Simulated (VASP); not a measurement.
# Be (Fm-3m) in VASP: settings compared, part 2 of 2

VASP 6.6.1. The steps go on from the part before.

### Step 5. Single point, PBEsol

This run uses another cell than the first one, of 7.79 Å³/atom.

INCAR

```
  ALGO = Normal
  EDIFF = 1E-7
  ENCUT = 520
  GGA = PS
  ISIF = 2
  ISMEAR = -1
  ISYM = 0
  LASPH = T
  LCHARG = T
  LELF = T
  LREAL = F
  LVHAR = T
  LWAVE = F
  NBANDS = 7
  NELM = 80
  PREC = Accurate
  SIGMA = 0.05
```

KPOINTS

```
Automatic mesh
0
Gamma
  23 23 23
  0.5 0.5 0.5
```

POSCAR

```
Be
1.0
    0.0000000000      1.5735642943      1.5735642943
    1.5735642943      0.0000000000      1.5735642943
    1.5735642943      1.5735642943      0.0000000000
Be
1
Direct
    0.0000000000      0.0000000000      0.0000000000
```

Potentials or basis: VASP PAW PBE potentials, release 64 (Be).

Started as:

```
$ cat potpaw_PBE.64/Be/POTCAR > POTCAR
$ mpirun -np 1 vasp_std > vasp.out
```

OUTCAR:

```text
EDIFF = 1E-7
   ENCUT = 520
   GGA = PS
   ISIF = 2
   ISMEAR = -1
   ISYM = 0
   LASPH = T
   LREAL = F
   NELM = 80
   PREC = Accurate

 ion  position               nearest neighbor table
   1  0.000  0.000  0.000-

IMPORTANT INFORMATION: All symmetrisations will be switched off!
NOSYMM: (Re-)initialisation of all symmetry stuff for point group C_1.

----------------------------------------------------------------------------------------

                                     Primitive cell

  volume of cell :       7.7926

  direct lattice vectors                    reciprocal lattice vectors
     0.000000000  1.573564294  1.573564294    -0.317749965  0.317749965  0.317749965
     1.573564294  0.000000000  1.573564294     0.317749965 -0.317749965  0.317749965
     1.573564294  1.573564294  0.000000000     0.317749965  0.317749965 -0.317749965

  length of vectors
     2.225355966  2.225355966  2.225355966     0.550359084  0.550359084  0.550359084

  position of ions in fractional coordinates (direct lattice)
     0.000000000  0.000000000  0.000000000

  ion indices of the primitive-cell ions
[... 123 lines left out ...]

 val. band max:        7.6419106049   @ k =   0.3043   0.3913  -0.2826
 cond. band min:       7.6855659517   @ k =   0.3043  -0.3478  -0.3696
 fundamental gap:      0.0436553468
 Fermi energy:         7.6786355801

 k-point     1 :       0.0217    0.0217    0.0217
  band No.  band energies     occupation
      1      -4.2763      2.00000
      2      27.1106      0.00000
      3      27.2129      0.00000
      4      27.2129      0.00000
      5      36.6232      0.00000
      6      37.0033      0.00000
      7      37.0033      0.00000
[... 221 lines left out ...]
 k-point    24 :       0.0870    0.0000   -0.0217
  band No.  band energies     occupation
      1      -3.9835      2.00000
      2      24.9752      0.00000
      3      26.3800      0.00000
      4      27.0450      0.00000
      5      35.0904      0.00000
      6      37.6040      0.00000
      7      38.3259      0.00000

 [... further k-points ...]

------------------------ aborting loop because EDIFF is reached ----------------------------------------

  FORCE on cell =-STRESS in cart. coord.  units (eV):
  Direction    XX          YY          ZZ          XY          YZ          ZX
  --------------------------------------------------------------------------------------
  -------------------------------------------------------------------------------------
  Total        0.0186774      0.0186774      0.0186774     -0.0000000     -0.0000000     -0.0000000
  in kB        3.8401048      3.8401040      3.8401040     -0.0000013     -0.0000009     -0.0000001
  external PRESSURE =       3.8401043 kB  Pullay stress =       0.0000000 kB

 VOLUME and BASIS-vectors are now :
 -----------------------------------------------------------------------------
  energy-cutoff  :      520.00
  volume of cell :        7.79
      direct lattice vectors                 reciprocal lattice vectors
     0.000000000  1.573564294  1.573564294    -0.317749965  0.317749965  0.317749965
     1.573564294  0.000000000  1.573564294     0.317749965 -0.317749965  0.317749965
     1.573564294  1.573564294  0.000000000     0.317749965  0.317749965 -0.317749965

 POSITION                                       TOTAL-FORCE (eV/Angst)
 -----------------------------------------------------------------------------------
      0.00000      0.00000      0.00000         0.000000     -0.000000      0.000000
 -----------------------------------------------------------------------------------
    total drift:                                0.000000     -0.000000      0.000000

  FREE ENERGIE OF THE ION-ELECTRON SYSTEM (eV)
  ---------------------------------------------------
  free  energy   TOTEN  =        -3.9195542854 eV

  energy  without entropy=       -3.9188779306  energy(sigma->0) =       -3.91921611
```

OSZICAR:

```text
N       E                     dE             d eps       ncg     rms          rms(c)
DAV:   1    -0.262554327488E+01   -0.26255E+01   -0.11437E+03368137   0.234E+02
DAV:   2    -0.393144473793E+01   -0.13059E+01   -0.12337E+01472934   0.259E+01
DAV:   3    -0.393350089689E+01   -0.20562E-02   -0.20560E-02396165   0.914E-01
DAV:   4    -0.393350115616E+01   -0.25927E-06   -0.25973E-06523544   0.104E-02
DAV:   5    -0.393350115657E+01   -0.40636E-09   -0.11861E-10396634   0.283E-05    0.821E-01
DAV:   6    -0.392346415269E+01    0.10037E-01   -0.82418E-04379120   0.309E-01    0.501E-01
DAV:   7    -0.391955782687E+01    0.39063E-02   -0.85718E-04369313   0.313E-01    0.934E-03
DAV:   8    -0.391955374242E+01    0.40844E-05   -0.10461E-06451892   0.884E-03    0.332E-03
DAV:   9    -0.391955436324E+01   -0.62083E-06   -0.22042E-07422394   0.297E-03    0.359E-04
DAV:  10    -0.391955428544E+01    0.77804E-07   -0.17164E-09290556   0.303E-04
   1 F= -.39195543E+01 E0= -.39192161E+01  d E =-.676355E-03
```

stdout:

```text
POSCAR found type information on POSCAR Be
 POSCAR found :  1 types and       1 ions
 scaLAPACK will be used
 -----------------------------------------------------------------------------
|                                                                             |
|                                                                             |
|     You enforced a specific xc type in the INCAR file but a different       |
|     I HOPE YOU KNOW WHAT YOU ARE DOING!                                     |
|                                                                             |
 -----------------------------------------------------------------------------

 LDA part: xc-table for (Slater+PW92), standard interpolation
 POSCAR, INCAR and KPOINTS ok, starting setup
 FFT: planning ... GRIDC
 FFT: planning ... GRID_SOFT
 FFT: planning ... GRID
 WAVECAR not read
 entering main loop
```

It took 11 min on 1 thread of Intel Xeon Platinum 8488C (Sapphire Rapids), shared host; peak memory 1.2 GiB.

Results:

```yaml
Free_energy: -3.9196 eV
Pressure: 0.4 GPa
Band_gap_on_the_k_mesh: zero (bands 1 and 2 overlap by 0.98 eV)
```

Caveat: the PAW data sets were made with another functional, which shifts forces and pressure a little.

### Step 6. The runs side by side

| task | level | cell | k mesh | cutoff (eV) | gap on the mesh (eV) | pressure (GPa) | relaxed volume (Å³/atom) |
| --- | --- | --- | --- | --- | --- | --- | --- |
| single point | PBE | a = 2.233 Å, angles 60.0°, 1 atom | 23 × 23 × 23 | 520 | none | 0.1 | - |
| relaxation of cell and atoms | PBEsol | relaxed from a = 2.230 Å, angles 60.0°, 1 atom | 23 × 23 × 23 | 600 | none | -0.1 | 7.82 |
| relaxation of cell and atoms | PBE | relaxed from a = 2.230 Å, angles 60.0°, 1 atom | 23 × 23 × 23 | 600 | none | 0.1 | 7.87 |
| single point | PBEsol | a = 2.225 Å, angles 60.0°, 1 atom | 23 × 23 × 23, shifted | 520 | none | 0.4 | - |

Alike in all rows: potentials or basis VASP PAW PBE potentials, release 64 (Be); no spin polarisation; smearing fermi-dirac 0.05 eV.

Caveats: the PAW data sets were made with another functional, which shifts forces and pressure a little (at least some runs).

Absolute energies hang on the potentials; compare differences alone.

The gap in the log of VASP goes by the Fermi energy; the results here count the filled bands.